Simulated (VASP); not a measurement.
Rh, 1 atom in the cell. It takes space group Fm-3m (No. 225, cubic). Conventional cell: a = 3.692 Å, b = 3.692 Å, c = 3.692 Å, α = 90.00°, β = 90.00°, γ = 90.00°. Within 3.4 Å of Rh (site symmetry m-3m) lie 12 Rh at 2.61 Å. 

* Program: VASP 6.6.1
* Task: single point
* Functional: r2SCAN0
* Dispersion: D4
* Potentials or basis: VASP PAW PBE potentials, release 64 (Rh_pv)
* Cutoff: 440 eV
* k mesh: 9 × 9 × 9
* Occupations: gaussian, width 0.02 eV
* Spin: no spin polarisation
* Dipole correction: no
* Grid for exact exchange (PRECFOCK): Normal
* Further INCAR settings: ALGO = Normal; EDIFF = 1e-06; NBANDS = 14
* Share of exact exchange: 0.25

Potentials or basis: VASP PAW PBE potentials, release 64 (Rh_pv).

Launch:

```bash
$ cat potpaw_PBE.64/Rh_pv/POTCAR > POTCAR
$ cp INCAR.step1 INCAR
$ mpirun -np 1 vasp_std > vasp.out
$ cp INCAR.step2 INCAR
$ mpirun -np 1 vasp_std > vasp.out
```

Hardware: 1 thread of Intel(R) Xeon(R) 6975P-C (Granite Rapids), on a shared host.

Q: How long does it take, and how much memory?

A: Run time: 32 min on 1 thread of Intel(R) Xeon(R) 6975P-C (Granite Rapids), on a shared host, peak memory 0.14 GiB. Counts: k points 35.
